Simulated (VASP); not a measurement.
# CsSnBr3 (Pm-3m) in VASP: single point with r2SCAN

Aim: the single point of CsSnBr3 with r2SCAN.

All numbers are computed with VASP 6.6.1; they aren't measurements. Logs are shortened: lines on timing, memory, paths and dates and some standing lists are left out, and cuts for length are marked.

## Step 1: The cell of the first run

The structure is cubic, space group Pm-3m (No. 221). Conventional cell: a = 5.895 Å, b = 5.895 Å, c = 5.895 Å, α = 90.00°, β = 90.00°, γ = 90.00°. Within 5.5 Å of Cs (site symmetry m-3m) lie 12 Br at 4.17 Å and 8 Sn at 5.11 Å. Sn (site symmetry m-3m) has 6 Br at 2.95 Å within 3.9 Å. Br (site symmetry 4/mmm) has 2 Sn at 2.95 Å within 3.9 Å.

## Step 2: Single point, r2SCAN, non-collinear spin, zero start, spin-orbit coupling

Contents of POSCAR:

```
CsSnBr3
1.0
    5.8952858325      0.0000000000      0.0000000000
    0.0000000000      5.8952858325      0.0000000000
    0.0000000000      0.0000000000      5.8952858325
Cs Sn Br
1 1 3
Direct
    0.0000000000      0.0000000000      0.0000000000
    0.5000000000      0.5000000000      0.5000000000
    0.5000000000      0.0000000000      0.5000000000
    0.5000000000      0.5000000000      0.0000000000
    0.0000000000      0.5000000000      0.5000000000
```

Contents of INCAR.step1:

```
  PREC = Accurate
  ENCUT = 550
  ISMEAR = 0
  SIGMA = 0.02
  LREAL = False
  LASPH = True
  NELM = 200
  LNONCOLLINEAR = True
  MAGMOM = 0 0 0 0 0 0 0 0 0 0 0 0 0 0 0
  LSORBIT = True
  GGA_COMPAT = False
  NBANDS = 59
  GGA = PE
  ALGO = Normal
  EDIFF = 1E-5
  LWAVE = True
  LCHARG = False
  KPAR = 4
```

Contents of INCAR.step2:

```
  PREC = Accurate
  ENCUT = 550
  EDIFF = 1E-6
  ISMEAR = 0
  SIGMA = 0.02
  LREAL = False
  LASPH = True
  NELM = 200
  ALGO = Normal
  ISIF = 2
  LWAVE = False
  LCHARG = False
  LNONCOLLINEAR = True
  MAGMOM = 0 0 0 0 0 0 0 0 0 0 0 0 0 0 0
  LORBIT = 11
  LSORBIT = True
  GGA_COMPAT = False
  LORBMOM = True
  METAGGA = R2SCAN
  LMIXTAU = True
  NBANDS = 59
  ISTART = 1
  KPAR = 4
```

Contents of KPOINTS:

```
regular mesh
0
Gamma
  6 6 6
```

Potentials or basis: VASP PAW PBE potentials, release 64 (Cs_sv, Sn_d, Br).

Started as:

```
$ cat potpaw_PBE.64/Cs_sv/POTCAR potpaw_PBE.64/Sn_d/POTCAR potpaw_PBE.64/Br/POTCAR > POTCAR
$ cp INCAR.step1 INCAR
$ mpirun -np 4 vasp_ncl > vasp.out
$ cp INCAR.step2 INCAR
$ mpirun -np 4 vasp_ncl > vasp.out
```

OUTCAR:

```text
PREC = Accurate
   ENCUT = 550
   EDIFF = 1E-6
   ISMEAR = 0
   LREAL = False
   LASPH = True
   NELM = 200
   ISIF = 2
   LNONCOLLINEAR = True
   LORBIT = 11
   LSORBIT = True
   METAGGA = R2SCAN
   ISTART = 1

 ion  position               nearest neighbor table
   1  0.000  0.000  0.000-
   2  0.500  0.500  0.500-   3 2.95   4 2.95   5 2.95   4 2.95   3 2.95   5 2.95
   3  0.500  0.000  0.500-   2 2.95   2 2.95
   4  0.500  0.500  0.000-   2 2.95   2 2.95
   5  0.000  0.500  0.500-   2 2.95   2 2.95

  LATTYP: Found a simple cubic cell.
 ALAT       =     5.8952858325

  Lattice vectors:

 A1 = (   5.8952858325,   0.0000000000,   0.0000000000)
 A2 = (   0.0000000000,   5.8952858325,   0.0000000000)
 A3 = (   0.0000000000,   0.0000000000,   5.8952858325)

Analysis of symmetry for initial positions (statically):
=====================================================================
 Subroutine PRICEL returns:
 Original cell was already a primitive cell.

 Routine SETGRP: Setting up the symmetry group for a
 simple cubic supercell.

 Subroutine GETGRP returns: Found 48 space group operations
 (whereof 48 operations were pure point group operations)
 out of a pool of 48 trial point group operations.

The static configuration has the point symmetry O_h .

Analysis of symmetry for dynamics (positions and initial velocities):
=====================================================================
 Subroutine PRICEL returns:
 Original cell was already a primitive cell.

 Routine SETGRP: Setting up the symmetry group for a
 simple cubic supercell.

 Subroutine GETGRP returns: Found 48 space group operations
 (whereof 48 operations were pure point group operations)
 out of a pool of 48 trial point group operations.

The dynamic configuration has the point symmetry O_h .

Analysis of structural, dynamic, and magnetic symmetry:
=====================================================================
 Subroutine PRICEL returns:
 Original cell was already a primitive cell.

 Routine SETGRP: Setting up the symmetry group for a
 simple cubic supercell.

 Subroutine GETGRP returns: Found 48 space group operations
 (whereof 48 operations were pure point group operations)
 out of a pool of 48 trial point group operations.

The overall configuration has the point symmetry O_h .

 Subroutine INISYM returns: Found 48 space group operations
 (whereof 48 operations are pure point group operations),
 and found     1 'primitive' translations

----------------------------------------------------------------------------------------

                                     Primitive cell

  volume of cell :     204.8871

  direct lattice vectors                    reciprocal lattice vectors
     5.895285832  0.000000000  0.000000000     0.169627059  0.000000000  0.000000000
     0.000000000  5.895285832  0.000000000     0.000000000  0.169627059  0.000000000
     0.000000000  0.000000000  5.895285832     0.000000000  0.000000000  0.169627059

  length of vectors
     5.895285832  5.895285832  5.895285832     0.169627059  0.169627059  0.169627059

  position of ions in fractional coordinates (direct lattice)
     0.000000000  0.000000000  0.000000000
     0.500000000  0.500000000  0.500000000
     0.500000000  0.000000000  0.500000000
     0.500000000  0.500000000  0.000000000
     0.000000000  0.500000000  0.500000000

  ion indices of the primitive-cell ions
   primitive index   ion index
                 1           1
                 2           2
                 3           3
                 4           4
                 5           5

----------------------------------------------------------------------------------------

 KPOINTS: regular mesh

Automatic generation of k-mesh.
 Grid dimensions read from file:
 generate k-points for:    6    6    6

 Generating k-lattice:

  Cartesian coordinates                     Fractional coordinates (reciprocal lattice)
     0.028271177  0.000000000  0.000000000     0.166666667  0.000000000  0.000000000
     0.000000000  0.028271177  0.000000000     0.000000000  0.166666667  0.000000000
     0.000000000  0.000000000  0.028271177     0.000000000  0.000000000  0.166666667

  Length of vectors
     0.028271177  0.028271177  0.028271177

  Shift w.r.t. Gamma in fractional coordinates (k-lattice)
     0.000000000  0.000000000  0.000000000

 Subroutine IBZKPT returns following result:
 ===========================================
[... 68 lines left out ...]
   METAGGA = R2SCAN    functional components
   LHFCALC =     F    Hartree Fock is set to
   AEXX    =    0.0000 exact exchange contribution
   IVDW    =     0    specifies the selected vdW correction
   LEPSILON=     F    determine dielectric tensor
   LRPA    =     F    only Hartree local field effects (RPA)
 Gauss-broadening in eV      SIGMA  =   0.02
  energy-cutoff  :      550.00
  volume of cell :      204.89
 maximum number of plane-waves:     12062
 NGX is ok and might be reduce to    48
   NGX = 23   NGY = 23   NGZ = 23

 number of electron      43.9999993 magnetization       0.0000000     -0.0000000      0.0000000

 number of electron      43.9999993 magnetization      -0.0000000      0.0000000     -0.0000000

 number of electron      43.9999993 magnetization      -0.0000000     -0.0000000     -0.0000000

 Free energy of the ion-electron system (eV)
  ---------------------------------------------------
  ext. energy  EPLUGINS =         0.00000000
  ---------------------------------------------------
  free energy    TOTEN  =       -96.57710656 eV

  energy without entropy =      -96.57710656  energy(sigma->0) =      -96.57710656

 E-fermi :   1.8295     XC(G=0):  -7.9455

 val. band max:        1.7119551357   @ k =   0.5000   0.5000   0.5000
 cond. band min:       2.2045053796   @ k =   0.5000   0.5000   0.5000
 fundamental gap:      0.4925502440
 Fermi energy:         1.8294924583

 k-point     1 :       0.0000    0.0000    0.0000
  band No.  band energies     occupation
      1     -21.7584      1.00000
      2     -21.7584      1.00000
      3     -21.7584      1.00000
      4     -21.7584      1.00000
      5     -21.1797      1.00000
      6     -21.1797      1.00000
[... 1169 lines left out ...]
     55       6.5633      0.00000
     56       6.5633      0.00000
 [bands above 56 left out]

------------------------ aborting loop because EDIFF is reached ----------------------------------------

  FORCE on cell =-STRESS in cart. coord.  units (eV):
  Direction    XX          YY          ZZ          XY          YZ          ZX
  --------------------------------------------------------------------------------------
  -------------------------------------------------------------------------------------
  Total       -0.8887892     -0.8887892     -0.8887892      0.0000000      0.0000000     -0.0000000
  in kB       -6.9501593     -6.9501593     -6.9501593      0.0000000      0.0000000     -0.0000000
  external PRESSURE =      -6.9501593 kB  Pullay stress =       0.0000000 kB

 VOLUME and BASIS-vectors are now :
 -----------------------------------------------------------------------------
  energy-cutoff  :      550.00
  volume of cell :      204.89
      direct lattice vectors                 reciprocal lattice vectors
     5.895285832  0.000000000  0.000000000     0.169627059  0.000000000  0.000000000
     0.000000000  5.895285832  0.000000000     0.000000000  0.169627059  0.000000000
     0.000000000  0.000000000  5.895285832     0.000000000  0.000000000  0.169627059

 POSITION                                       TOTAL-FORCE (eV/Angst)
 -----------------------------------------------------------------------------------
      0.00000      0.00000      0.00000         0.000000      0.000000      0.000000
      2.94764      2.94764      2.94764         0.000000      0.000000      0.000000
      2.94764      0.00000      2.94764         0.000000      0.000000      0.000000
      2.94764      2.94764      0.00000         0.000000      0.000000      0.000000
      0.00000      2.94764      2.94764         0.000000      0.000000      0.000000
 -----------------------------------------------------------------------------------
    total drift:                                0.000000     -0.000000     -0.000000

  FREE ENERGIE OF THE ION-ELECTRON SYSTEM (eV)
  ---------------------------------------------------
  free  energy   TOTEN  =       -96.5771065581 eV

  energy  without entropy=      -96.5771065581  energy(sigma->0) =      -96.57710656

 orbital moment (x)

 # of ion     p       d       tot
 ----------------------------------------
  1         0.000   0.000   0.000
  2         0.000  -0.000   0.000
  3         0.000  -0.000   0.000
  4         0.000  -0.000   0.000
  5        -0.000   0.000  -0.000
 ----------------------------------------
            0.000  -0.000   0.000

 orbital moment (y)

 # of ion     p       d       tot
 ----------------------------------------
  1         0.000   0.000   0.000
  2         0.000  -0.000   0.000
  3        -0.000  -0.000  -0.000
  4        -0.000  -0.000  -0.000
  5         0.000  -0.000   0.000
 ----------------------------------------
           -0.000  -0.000  -0.000

 orbital moment (z)

 # of ion     p       d       tot
 ----------------------------------------
  1         0.000   0.000   0.000
  2         0.000  -0.000  -0.000
  3         0.000   0.000   0.000
  4         0.000  -0.000  -0.000
  5         0.000   0.000   0.000
 ----------------------------------------
            0.000  -0.000  -0.000

 Spin-Orbit-Coupling matrix elements

 Ion:    1  E_soc:     -0.3059984
 l=   1
     0.0000000    -0.0509865    -0.0509865
    -0.0509865     0.0000000    -0.0509865
    -0.0509865    -0.0509865     0.0000000
 l=   2
     0.0000000    -0.0000025     0.0000000    -0.0000025    -0.0000108
    -0.0000025     0.0000000    -0.0000081    -0.0000025    -0.0000027
     0.0000000    -0.0000081     0.0000000    -0.0000081     0.0000000
    -0.0000025    -0.0000025    -0.0000081     0.0000000    -0.0000027
    -0.0000108    -0.0000027     0.0000000    -0.0000027     0.0000000
 l=   3
     0.0000000     0.0000000     0.0000000     0.0000000     0.0000000     0.0000000     0.0000000
     0.0000000     0.0000000     0.0000000     0.0000000     0.0000000     0.0000000     0.0000000
     0.0000000     0.0000000     0.0000000     0.0000000     0.0000000     0.0000000     0.0000000
     0.0000000     0.0000000     0.0000000     0.0000000     0.0000000     0.0000000     0.0000000
[... 69 lines left out ...]
 l=   2
     0.0000000    -0.0000001     0.0000000    -0.0000008     0.0000028
    -0.0000001     0.0000000    -0.0000002    -0.0000001    -0.0000001
     0.0000000    -0.0000002     0.0000000     0.0000011     0.0000000
    -0.0000008    -0.0000001     0.0000011     0.0000000     0.0000017
     0.0000028    -0.0000001     0.0000000     0.0000017     0.0000000
 l=   3
     0.0000000     0.0000000     0.0000000     0.0000000     0.0000000     0.0000000     0.0000000
     0.0000000     0.0000000     0.0000000     0.0000000     0.0000000     0.0000000     0.0000000
     0.0000000     0.0000000     0.0000000     0.0000000     0.0000000     0.0000000     0.0000000
     0.0000000     0.0000000     0.0000000     0.0000000     0.0000000     0.0000000     0.0000000
     0.0000000     0.0000000     0.0000000     0.0000000     0.0000000     0.0000000     0.0000000
     0.0000000     0.0000000     0.0000000     0.0000000     0.0000000     0.0000000     0.0000000
     0.0000000     0.0000000     0.0000000     0.0000000     0.0000000     0.0000000     0.0000000

 total charge

# of ion       s       p       d       tot
------------------------------------------
    1        1.844   4.717   0.009   6.571
    2        1.415   0.553   9.991  11.959
    3        1.608   3.275   0.009   4.892
    4        1.608   3.275   0.009   4.892
    5        1.608   3.275   0.009   4.892
--------------------------------------------------
tot          8.083  15.097  10.027  33.207

 magnetization (x)

# of ion       s       p       d       tot
------------------------------------------
    1        0.000   0.000   0.000   0.000
    2        0.000   0.000  -0.000   0.000
    3        0.000  -0.000  -0.000  -0.000
    4        0.000   0.000   0.000   0.000
    5        0.000   0.000   0.000   0.000
--------------------------------------------------
tot          0.000   0.000   0.000   0.000

 magnetization (y)

# of ion       s       p       d       tot
------------------------------------------
    1       -0.000   0.000   0.000   0.000
    2        0.000  -0.000   0.000   0.000
    3        0.000   0.000  -0.000   0.000
    4       -0.000   0.000  -0.000   0.000
    5        0.000   0.000   0.000   0.000
--------------------------------------------------
tot         -0.000   0.000   0.000   0.000

 magnetization (z)

# of ion       s       p       d       tot
------------------------------------------
    1       -0.000   0.000   0.000   0.000
    2        0.000   0.000   0.000   0.000
    3        0.000   0.000   0.000   0.000
    4        0.000   0.000   0.000   0.000
    5        0.000  -0.000   0.000  -0.000
--------------------------------------------------
tot         -0.000   0.000   0.000   0.000
```

It took 11 min on 4 MPI ranks of Intel Xeon 6975P-C (Granite Rapids), shared host; peak memory 1.2 GiB.

Results:

```
Free energy                                           : -96.5771 eV
Pressure                                              : -0.7 GPa
Net moment                                            : 0.00 μB per cell
Valence electrons inside the program's atomic spheres : Cs 6.57; Sn 11.96; Br 4.89
```

Moments on the atoms (μB; x, y, z):
```
Cs  0.00 0.00 0.00
Sn  0.00 0.00 0.00
Br  0.00 0.00 0.00
Br  0.00 0.00 0.00
Br  0.00 0.00 0.00
```

Caveat: the PAW data sets were made with another functional, which shifts forces and pressure a little.
